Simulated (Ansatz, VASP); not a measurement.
## Two plane-wave programs on Hf

INCAR

```
SYSTEM = Hf
ALGO = Normal
EDIFF = 1E-6
EDIFFG = -0.005
ENCUT = 600
GGA = CA
IBRION = 2
ISIF = 3
ISMEAR = -1
LASPH = .True.
LCHARG = .False.
LREAL = .False.
LWAVE = .False.
NELM = 100
NSW = 60
PREC = Accurate
SIGMA = 0.1
```

The input KPOINTS:

```
k-points
0
Gamma
  15 15 15
  0 0 0
```

POSCAR

```
Hf
1.0
    2.8230930300      0.0000000000      0.0000000000
    0.0000000000      2.8230930300      0.0000000000
    0.0000000000      0.0000000000      2.8230930300
Hf
1
Direct
    0.0000000000      0.0000000000      0.0000000000
```

Input for Ansatz:

```yaml
crystal:
  lattice:
    - [2.82309303, 0.0, 0.0]
    - [0.0, 2.82309303, 0.0]
    - [0.0, 0.0, 2.82309303]
  atoms:
    - { symbol: Hf, position: [0.0, 0.0, 0.0] }
kpoints:
  mp_grid: { grid: [15, 15, 15] }
scf:
  occupations: { method: fermi_dirac, width: 0.1 }
hamiltonian:
  xc: lda
  pseudopotentials: { kind: paw }
output:
  forces: true
  stress: true
relax:
  f_tol: 0.005
  max_steps: 40
  cell: {}
```

Alike in both runs: task relaxation of cell and atoms; functional LDA; k mesh 15 × 15 × 15; occupations fermi-dirac, width 0.1 eV; no spin polarisation.

```csv
,VASP,Ansatz
version,VASP 6.6.1,Ansatz 0.2.0
potentials or method,"VASP PAW LDA potentials, release 64 (Hf_pv)","PAW with Ansatz's default frozen-core files, scalar-relativistic"
plane-wave cutoff (eV),600,420
valence electrons in the cell,10,26
```

|  | VASP | Ansatz | Ansatz less VASP |
| --- | --- | --- | --- |
| relaxed volume (Å³/atom) | 22.50 | 22.52 | +0.017 |
| relaxed cell length with the largest relative difference (Å) | 2.823 | 2.824 | +0.0007 |

LDA's correlation is that of Perdew and Zunger in VASP and of Perdew and Wang (1992) in Ansatz. VASP's potentials hold 10 valence electrons a cell and Ansatz's 26, so a difference there can come from the potentials and not from the codes.

Neither program's run includes spin-orbit coupling. Noted on VASP's run: the relaxation stopped at its first step, so nothing moved.
